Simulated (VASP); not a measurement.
# SrTiO3 in VASP: a series of runs, part 2 of 3

VASP 6.6.1. Earlier steps stand in the parts before.

## 3. Single point, r2SCAN+U (biaxial strain in the a-b plane: -3.0 %, then relaxed in part)

POSCAR

```
SrTiO3
1.0
    3.8001799102      0.0000000000      0.0000000000
    0.0000000000      3.8001799102      0.0000000000
    0.0000000000      0.0000000000      3.9972418011
Sr Ti O
1 1 3
Direct
    0.0000000000      0.0000000000      0.0000000000
    0.5000000000      0.5000000000      0.5000000000
    0.5000000000      0.0000000000      0.5000000000
    0.5000000000      0.5000000000      0.0000000000
    0.0000000000      0.5000000000      0.5000000000
```

INCAR.step1

```
SYSTEM = SrTiO3
  PREC = Accurate
  ENCUT = 520
  ISMEAR = 0
  SIGMA = 0.02
  LREAL = .False.
  LASPH = .True.
  NELM = 150
  LMAXMIX = 4
  LDAU = .True.
  LDAUTYPE = 2
  LDAUL = -1 2 -1
  LDAUU = 0 4 0
  LDAUJ = 0 0 0
  NBANDS = 28
  GGA = PE
  ALGO = Normal
  EDIFF = 1E-4
  LWAVE = .True.
  LCHARG = .False.
```

INCAR.step2

```
SYSTEM = SrTiO3
  PREC = Accurate
  ENCUT = 520
  EDIFF = 1E-6
  ISMEAR = 0
  SIGMA = 0.02
  LREAL = .False.
  LASPH = .True.
  NELM = 150
  ALGO = Normal
  ISIF = 2
  LWAVE = .False.
  LCHARG = .False.
  LMAXMIX = 4
  LDAU = .True.
  LDAUTYPE = 2
  LDAUL = -1 2 -1
  LDAUU = 0 4 0
  LDAUJ = 0 0 0
  LDAUPRINT = 1
  METAGGA = R2SCAN
  LMIXTAU = .True.
  NBANDS = 28
  ISTART = 1
```

KPOINTS

```
Automatic mesh
0
Gamma
  6 6 6
  0 0 0
```

Potentials or basis: VASP PAW PBE potentials, release 64 (Sr_sv, Ti_sv, O).

Command:

```console
cat potpaw_PBE.64/Sr_sv/POTCAR potpaw_PBE.64/Ti_sv/POTCAR potpaw_PBE.64/O/POTCAR > POTCAR
cp INCAR.step1 INCAR
mpirun -np 1 vasp_std > vasp.out
cp INCAR.step2 INCAR
mpirun -np 1 vasp_std > vasp.out
```

OUTCAR:

```text
SYSTEM = SrTiO3
   PREC = Accurate
   ENCUT = 520
   EDIFF = 1E-6
   ISMEAR = 0
   LREAL = .False.
   LASPH = .True.
   NELM = 150
   ISIF = 2
   METAGGA = R2SCAN
   ISTART = 1

 ion  position               nearest neighbor table
   1  0.000  0.000  0.000-   4 2.69   4 2.69   4 2.69   4 2.69   5 2.76   3 2.76   5 2.76   5 2.76
                             3 2.76   5 2.76   3 2.76   3 2.76   2 3.35   2 3.35   2 3.35   2 3.35
   2  0.500  0.500  0.500-   3 1.90   5 1.90   3 1.90   5 1.90   4 2.00   4 2.00   1 3.35   1 3.35
                             1 3.35   1 3.35   1 3.35   1 3.35   1 3.35   1 3.35
   3  0.500  0.000  0.500-   2 1.90   2 1.90   1 2.76   1 2.76   1 2.76   1 2.76
   4  0.500  0.500  0.000-   2 2.00   2 2.00   1 2.69   1 2.69   1 2.69   1 2.69
   5  0.000  0.500  0.500-   2 1.90   2 1.90   1 2.76   1 2.76   1 2.76   1 2.76

  LATTYP: Found a simple tetragonal cell.
 ALAT       =     3.8001799102
 C/A-ratio  =     1.0518559372

  Lattice vectors:

 A1 = (   3.8001799102,   0.0000000000,   0.0000000000)
 A2 = (   0.0000000000,   3.8001799102,   0.0000000000)
 A3 = (   0.0000000000,   0.0000000000,   3.9972418011)

Analysis of symmetry for initial positions (statically):
=====================================================================
 Subroutine PRICEL returns:
 Original cell was already a primitive cell.

 Routine SETGRP: Setting up the symmetry group for a
 simple tetragonal supercell.

[... 190 lines left out ...]
  o =  0.0943  v =  0.0000  0.0000  0.0000  0.0000  0.0000  0.0000 -0.9991 -0.0000 -0.0419  0.0000      0.0000  0.0000  0.0000  0.0000  0.0000  0.0000  0.0000  0.0000  0.0000  0.0000
  o =  0.0943  v =  0.0000 -0.9991 -0.0000 -0.0419  0.0000  0.0000  0.0000  0.0000  0.0000  0.0000      0.0000  0.0000  0.0000  0.0000  0.0000  0.0000  0.0000  0.0000  0.0000  0.0000
  o =  0.1049  v =  0.0000  0.0000  0.0000  0.0000  0.0000  1.0000  0.0000  0.0000  0.0000  0.0000      0.0000  0.0000  0.0000  0.0000  0.0000  0.0000  0.0000  0.0000  0.0000  0.0000
  o =  0.1049  v =  1.0000  0.0000  0.0000  0.0000  0.0000  0.0000  0.0000  0.0000  0.0000  0.0000      0.0000  0.0000  0.0000  0.0000  0.0000  0.0000  0.0000  0.0000  0.0000  0.0000
  o =  0.2424  v =  0.0000 -0.0000  1.0000 -0.0000  0.0000  0.0000  0.0000  0.0000  0.0000  0.0000      0.0000  0.0000  0.0000  0.0000  0.0000  0.0000  0.0000  0.0000  0.0000  0.0000
  o =  0.2424  v =  0.0000  0.0000  0.0000  0.0000  0.0000  0.0000 -0.0000  1.0000 -0.0000  0.0000      0.0000  0.0000  0.0000  0.0000  0.0000  0.0000  0.0000  0.0000  0.0000  0.0000
  o =  0.2779  v =  0.0000  0.0000  0.0000  0.0000  0.0000  0.0000 -0.0000  0.0000  0.0000 -1.0000      0.0000  0.0000  0.0000  0.0000  0.0000  0.0000  0.0000  0.0000  0.0000  0.0000
  o =  0.2779  v =  0.0000 -0.0000  0.0000  0.0000 -1.0000  0.0000  0.0000  0.0000  0.0000  0.0000      0.0000  0.0000  0.0000  0.0000  0.0000  0.0000  0.0000  0.0000  0.0000  0.0000

 number of electron      39.9999984 magnetization

 Free energy of the ion-electron system (eV)
  ---------------------------------------------------
  ext. energy  EPLUGINS =         0.00000000
  ---------------------------------------------------
  free energy    TOTEN  =       -60.49184889 eV

  energy without entropy =      -60.49184889  energy(sigma->0) =      -60.49184889

 E-fermi :   4.5757     XC(G=0): -12.1167

 val. band max:        4.3226293746   @ k =   0.5000   0.5000   0.5000
 cond. band min:       7.1575622854   @ k =   0.0000   0.0000   0.0000
 fundamental gap:      2.8349329109
 Fermi energy:         4.5757096347

 k-point     1 :       0.0000    0.0000    0.0000
  band No.  band energies     occupation
      1     -55.2472      2.00000
      2     -30.4345      2.00000
      3     -30.4345      2.00000
      4     -30.3956      2.00000
      5     -29.5352      2.00000
      6     -14.3988      2.00000
[... 733 lines left out ...]
     27      13.1896      0.00000
     28      14.1360      0.00000

 [... further k-points ...]
[... 5 lines left out ...]
  --------------------------------------------------------------------------------------
  -------------------------------------------------------------------------------------
  Total        6.4350914      6.4350914      0.9513926      0.0000000     -0.0000000      0.0000000
  in kB      178.6062151    178.6062151     26.4059396      0.0000000     -0.0000000      0.0000000
  external PRESSURE =     127.8727899 kB  Pullay stress =       0.0000000 kB

 VOLUME and BASIS-vectors are now :
 -----------------------------------------------------------------------------
  energy-cutoff  :      520.00
  volume of cell :       57.73
      direct lattice vectors                 reciprocal lattice vectors
     3.800179910  0.000000000  0.000000000     0.263145436  0.000000000  0.000000000
     0.000000000  3.800179910  0.000000000     0.000000000  0.263145436  0.000000000
     0.000000000  0.000000000  3.997241801     0.000000000  0.000000000  0.250172506

 POSITION                                       TOTAL-FORCE (eV/Angst)
 -----------------------------------------------------------------------------------
      0.00000      0.00000      0.00000         0.000000      0.000000      0.000000
      1.90009      1.90009      1.99862         0.000000      0.000000      0.000000
      1.90009      0.00000      1.99862         0.000000      0.000000      0.000000
      1.90009      1.90009      0.00000         0.000000      0.000000      0.000000
      0.00000      1.90009      1.99862         0.000000      0.000000      0.000000
 -----------------------------------------------------------------------------------
    total drift:                                0.000000      0.000000      0.000000

  FREE ENERGIE OF THE ION-ELECTRON SYSTEM (eV)
  ---------------------------------------------------
  free  energy   TOTEN  =       -60.4918488922 eV

  energy  without entropy=      -60.4918488922  energy(sigma->0) =      -60.49184889
```

OSZICAR.step1:

```text
N       E                     dE             d eps       ncg     rms          rms(c)
DAV:   1     0.442455394174E+03    0.44246E+03   -0.21509E+04  2240   0.160E+03
DAV:   2    -0.406606727410E+01   -0.44652E+03   -0.42550E+03  2592   0.446E+02
DAV:   3    -0.461054396344E+02   -0.42039E+02   -0.41755E+02  3092   0.135E+02
DAV:   4    -0.481185389465E+02   -0.20131E+01   -0.20082E+01  3404   0.249E+01
DAV:   5    -0.481661312550E+02   -0.47592E-01   -0.47579E-01  3080   0.330E+00    0.284E+01
DAV:   6    -0.367863349861E+02    0.11380E+02   -0.52600E+01  3188   0.671E+01    0.158E+01
DAV:   7    -0.370878526419E+02   -0.30152E+00   -0.57594E+00  2884   0.141E+01    0.110E+01
DAV:   8    -0.371658517726E+02   -0.77999E-01   -0.14511E+00  2796   0.101E+01    0.347E+00
DAV:   9    -0.371050339139E+02    0.60818E-01   -0.21155E-01  2680   0.431E+00    0.922E-01
DAV:  10    -0.371030275736E+02    0.20063E-02   -0.89364E-02  2972   0.214E+00    0.339E-01
DAV:  11    -0.371018118272E+02    0.12157E-02   -0.10000E-02  3076   0.715E-01    0.160E-01
DAV:  12    -0.371016953939E+02    0.11643E-03   -0.72240E-04  2632   0.299E-01    0.885E-02
DAV:  13    -0.371017266874E+02   -0.31294E-04   -0.16778E-04  1672   0.978E-02
   1 F= -.37101727E+02 E0= -.37101727E+02  d E =-.429898E-50
```

Run time: 1.7 min. Hardware: 1 thread of Intel Xeon 6975P-C (Granite Rapids), shared host; peak memory 0.21 GiB.

Results:

| Property | Result |
| --- | --- |
| Free energy | -60.4918 eV |
| Pressure | 12.8 GPa |
| Band gap on the k mesh | 2.83 eV (least direct gap 3.33 eV) |

Eigenvalues of the final occupation matrices:
```tsv
site	spin	trace	eigenvalues
site 2 d	1	0.81	0.09 0.09 0.10 0.24 0.28
site 2 d	2	0.81	0.09 0.09 0.10 0.24 0.28
```

Caveat: the cell differs from its parent crystal (biaxial strain in the a-b plane: -3.0 %, then relaxed in part); the stress differs along the axes, from 3 to 18 GPa; the PAW data sets were made with another functional, which shifts forces and pressure a little. A k mesh can miss the band edges.

## 4. Single point, r2SCAN+U

This run uses another cell than the first one, of 12.03 Å³/atom.

Edit POSCAR of step 3 so:

```diff
@@ -2,5 +2,5 @@
 1.0
-    3.8001799102      0.0000000000      0.0000000000
-    0.0000000000      3.8001799102      0.0000000000
-    0.0000000000      0.0000000000      3.9972418011
+    3.9177112476      0.0000000000      0.0000000000
+    0.0000000000      3.9177112476      0.0000000000
+    0.0000000000      0.0000000000      3.9177112476
 Sr Ti O
```

INCAR.step1

```
  ALGO = Normal
  EDIFF = 1E-5
  ENCUT = 910
  GGA = PE
  GGA_COMPAT = False
  ISMEAR = 0
  LASPH = True
  LCHARG = False
  LDAU = True
  LDAUJ = 0 0 0
  LDAUL = -1 2 -1
  LDAUTYPE = 2
  LDAUU = 0 4 0
  LMAXMIX = 4
  LREAL = False
  LWAVE = True
  NBANDS = 28
  NELM = 200
  PREC = Accurate
  SIGMA = 0.02
```

INCAR.step2

```
  ALGO = Normal
  EDIFF = 1E-6
  ENCUT = 910
  GGA_COMPAT = False
  ISIF = 2
  ISMEAR = 0
  ISTART = 1
  LASPH = True
  LCHARG = True
  LDAU = True
  LDAUJ = 0 0 0
  LDAUL = -1 2 -1
  LDAUPRINT = 1
  LDAUTYPE = 2
  LDAUU = 0 4 0
  LELF = True
  LMAXMIX = 4
  LMIXTAU = True
  LREAL = False
  LVHAR = True
  LWAVE = False
  METAGGA = R2SCAN
  NBANDS = 28
  NELM = 200
  PREC = Accurate
  SIGMA = 0.02
```

KPOINTS

```
k-points
0
Gamma
  6 6 6
```

Potentials or basis: VASP PAW PBE potentials, release 64 (Sr_sv, Ti_sv, O_h).

Command:

```console
cat potpaw_PBE.64/Sr_sv/POTCAR potpaw_PBE.64/Ti_sv/POTCAR potpaw_PBE.64/O_h/POTCAR > POTCAR
cp INCAR.step1 INCAR
mpirun -np 1 vasp_std > vasp.out
cp INCAR.step2 INCAR
mpirun -np 1 vasp_std > vasp.out
```

OUTCAR:

```text
EDIFF = 1E-6
   ENCUT = 910
   ISIF = 2
   ISMEAR = 0
   ISTART = 1
   LASPH = True
   LREAL = False
   METAGGA = R2SCAN
   NELM = 200
   PREC = Accurate

 ion  position               nearest neighbor table
   1  0.000  0.000  0.000-   3 2.77   4 2.77   5 2.77   3 2.77   5 2.77   4 2.77   5 2.77   5 2.77
                             3 2.77   4 2.77   3 2.77   4 2.77   2 3.39   2 3.39   2 3.39   2 3.39
   2  0.500  0.500  0.500-   3 1.96   4 1.96   5 1.96   4 1.96   3 1.96   5 1.96   1 3.39   1 3.39
                             1 3.39   1 3.39   1 3.39   1 3.39   1 3.39   1 3.39
   3  0.500  0.000  0.500-   2 1.96   2 1.96   1 2.77   1 2.77   1 2.77   1 2.77
   4  0.500  0.500  0.000-   2 1.96   2 1.96   1 2.77   1 2.77   1 2.77   1 2.77
   5  0.000  0.500  0.500-   2 1.96   2 1.96   1 2.77   1 2.77   1 2.77   1 2.77

  LATTYP: Found a simple cubic cell.
 ALAT       =     3.9177112476

  Lattice vectors:

 A1 = (   3.9177112476,   0.0000000000,   0.0000000000)
 A2 = (   0.0000000000,   3.9177112476,   0.0000000000)
 A3 = (   0.0000000000,   0.0000000000,   3.9177112476)

Analysis of symmetry for initial positions (statically):
=====================================================================
 Subroutine PRICEL returns:
 Original cell was already a primitive cell.

 Routine SETGRP: Setting up the symmetry group for a
 simple cubic supercell.

 Subroutine GETGRP returns: Found 48 space group operations
 (whereof 48 operations were pure point group operations)
 out of a pool of 48 trial point group operations.

[... 184 lines left out ...]
  o =  0.0944  v =  0.0000 -0.7311 -0.0000  0.6822  0.0000  0.0000  0.0000  0.0000  0.0000  0.0000      0.0000  0.0000  0.0000  0.0000  0.0000  0.0000  0.0000  0.0000  0.0000  0.0000
  o =  0.0944  v =  0.0000  0.0000  0.0000  0.0000  0.0000  0.0000 -0.7311 -0.0000  0.6822  0.0000      0.0000  0.0000  0.0000  0.0000  0.0000  0.0000  0.0000  0.0000  0.0000  0.0000
  o =  0.2489  v =  0.0000 -0.0000 -0.0582 -0.0000 -0.9983  0.0000  0.0000  0.0000  0.0000  0.0000      0.0000  0.0000  0.0000  0.0000  0.0000  0.0000  0.0000  0.0000  0.0000  0.0000
  o =  0.2489  v =  0.0000  0.0000  0.0000  0.0000  0.0000  0.0000 -0.0000 -0.0582 -0.0000 -0.9983      0.0000  0.0000  0.0000  0.0000  0.0000  0.0000  0.0000  0.0000  0.0000  0.0000
  o =  0.2489  v =  0.0000  0.0000  0.0000  0.0000  0.0000  0.0000 -0.0000  0.9983 -0.0000 -0.0582      0.0000  0.0000  0.0000  0.0000  0.0000  0.0000  0.0000  0.0000  0.0000  0.0000
  o =  0.2489  v =  0.0000 -0.0000  0.9983 -0.0000 -0.0582  0.0000  0.0000  0.0000  0.0000  0.0000      0.0000  0.0000  0.0000  0.0000  0.0000  0.0000  0.0000  0.0000  0.0000  0.0000

 number of electron      40.0000012 magnetization

 Free energy of the ion-electron system (eV)
  ---------------------------------------------------
  ext. energy  EPLUGINS =         0.00000000
  ---------------------------------------------------
  free energy    TOTEN  =       -60.73656523 eV

  energy without entropy =      -60.73656523  energy(sigma->0) =      -60.73656523

 E-fermi :   4.4507     XC(G=0): -11.8877

 val. band max:        4.2759039181   @ k =   0.5000   0.5000   0.5000
 cond. band min:       7.1250409182   @ k =   0.0000   0.0000   0.0000
 fundamental gap:      2.8491370001
 Fermi energy:         4.4507308737

 k-point     1 :       0.0000    0.0000    0.0000
  band No.  band energies     occupation
      1     -55.4387      2.00000
      2     -30.5786      2.00000
      3     -30.5786      2.00000
      4     -30.5785      2.00000
      5     -29.6174      2.00000
      6     -14.1630      2.00000
[... 609 lines left out ...]
     27      13.0028      0.00000
     28      13.0028      0.00000

------------------------ aborting loop because EDIFF is reached ----------------------------------------

  FORCE on cell =-STRESS in cart. coord.  units (eV):
  Direction    XX          YY          ZZ          XY          YZ          ZX
  --------------------------------------------------------------------------------------
  -------------------------------------------------------------------------------------
  Total        1.1307291      1.1307291      1.1307291      0.0000000      0.0000000      0.0000000
  in kB       30.1281108     30.1281108     30.1281108      0.0000000      0.0000000      0.0000000
  external PRESSURE =      30.1281108 kB  Pullay stress =       0.0000000 kB

 VOLUME and BASIS-vectors are now :
 -----------------------------------------------------------------------------
  energy-cutoff  :      910.00
  volume of cell :       60.13
      direct lattice vectors                 reciprocal lattice vectors
     3.917711248  0.000000000  0.000000000     0.255251073  0.000000000  0.000000000
     0.000000000  3.917711248  0.000000000     0.000000000  0.255251073  0.000000000
     0.000000000  0.000000000  3.917711248     0.000000000  0.000000000  0.255251073

 POSITION                                       TOTAL-FORCE (eV/Angst)
 -----------------------------------------------------------------------------------
      0.00000      0.00000      0.00000         0.000000      0.000000      0.000000
      1.95886      1.95886      1.95886         0.000000      0.000000      0.000000
      1.95886      0.00000      1.95886         0.000000      0.000000      0.000000
      1.95886      1.95886      0.00000         0.000000      0.000000      0.000000
      0.00000      1.95886      1.95886         0.000000      0.000000      0.000000
 -----------------------------------------------------------------------------------
    total drift:                                0.000000      0.000000     -0.000000

  FREE ENERGIE OF THE ION-ELECTRON SYSTEM (eV)
  ---------------------------------------------------
  free  energy   TOTEN  =       -60.7365652273 eV

  energy  without entropy=      -60.7365652273  energy(sigma->0) =      -60.73656523
```

OSZICAR.step1:

```text
N       E                     dE             d eps       ncg     rms          rms(c)
DAV:   1     0.595981110100E+03    0.59598E+03   -0.29433E+04  1120   0.239E+03
DAV:   2     0.648174193150E+02   -0.53116E+03   -0.50734E+03  1164   0.566E+02
DAV:   3    -0.420835882963E+02   -0.10690E+03   -0.99021E+02  1684   0.193E+02
DAV:   4    -0.483321609085E+02   -0.62486E+01   -0.62241E+01  1460   0.480E+01
DAV:   5    -0.485945696553E+02   -0.26241E+00   -0.26217E+00  1752   0.898E+00    0.269E+01
DAV:   6    -0.370963145287E+02    0.11498E+02   -0.53065E+01  1696   0.651E+01    0.143E+01
DAV:   7    -0.373981541790E+02   -0.30184E+00   -0.63618E+00  1520   0.147E+01    0.104E+01
DAV:   8    -0.374976734594E+02   -0.99519E-01   -0.18560E+00  1352   0.129E+01    0.407E+00
DAV:   9    -0.373984396209E+02    0.99234E-01   -0.32383E-01  1400   0.579E+00    0.136E+00
DAV:  10    -0.373932840906E+02    0.51555E-02   -0.16857E-01  1376   0.248E+00    0.840E-01
DAV:  11    -0.373866439422E+02    0.66401E-02   -0.34374E-02  1628   0.167E+00    0.247E-01
DAV:  12    -0.373863852250E+02    0.25872E-03   -0.36760E-03  1396   0.521E-01    0.745E-02
DAV:  13    -0.373864837656E+02   -0.98541E-04   -0.29523E-04  1516   0.123E-01    0.899E-02
DAV:  14    -0.373864564825E+02    0.27283E-04   -0.20462E-04  1480   0.129E-01    0.220E-02
DAV:  15    -0.373864554787E+02    0.10038E-05   -0.19047E-05  1000   0.323E-02
   1 F= -.37386455E+02 E0= -.37386455E+02  d E =-.104490E-20
```

Run time: 4.3 min. Hardware: 1 thread of Intel Xeon Platinum 8259CL at 2.50GHz (Skylake/Cascade Lake), shared host; peak memory 0.31 GiB.

Results:

* Free energy: -60.7366 eV
* Pressure: 3.0 GPa
* Band gap on the k mesh: 2.85 eV (least direct gap 3.29 eV)

Levels at points of the mesh, in eV from the valence-band top:
```csv
k point,band 16,band 17,band 18,band 19,band 20,band 21,band 22,band 23,band 24,band 25
"(0.00, 0.00, 0.00)",-1.21,-1.21,-0.44,-0.44,-0.44,2.85,2.85,2.85,4.60,4.60
"(0.50, 0.00, 0.00)",-2.24,-2.24,-1.99,-0.83,-0.83,3.04,4.61,4.67,4.67,6.82
"(0.50, 0.50, 0.00)",-2.73,-1.94,-1.62,-1.62,-0.09,4.69,4.69,5.19,5.58,8.50
"(0.50, 0.50, 0.50)",-3.67,-3.67,0.00,0.00,0.00,5.39,5.39,5.39,7.55,7.55
```

Eigenvalues of the final occupation matrices:
| site | spin | trace | eigenvalues |
| --- | --- | --- | --- |
| site 2 d | 1 | 0.78 | 0.09 0.09 0.09 0.25 0.25 |
| site 2 d | 2 | 0.78 | 0.09 0.09 0.09 0.25 0.25 |

Caveat: the cell stands under pressure; the PAW data sets were made with another functional, which shifts forces and pressure a little.

(Continued in part 3 of 3.)
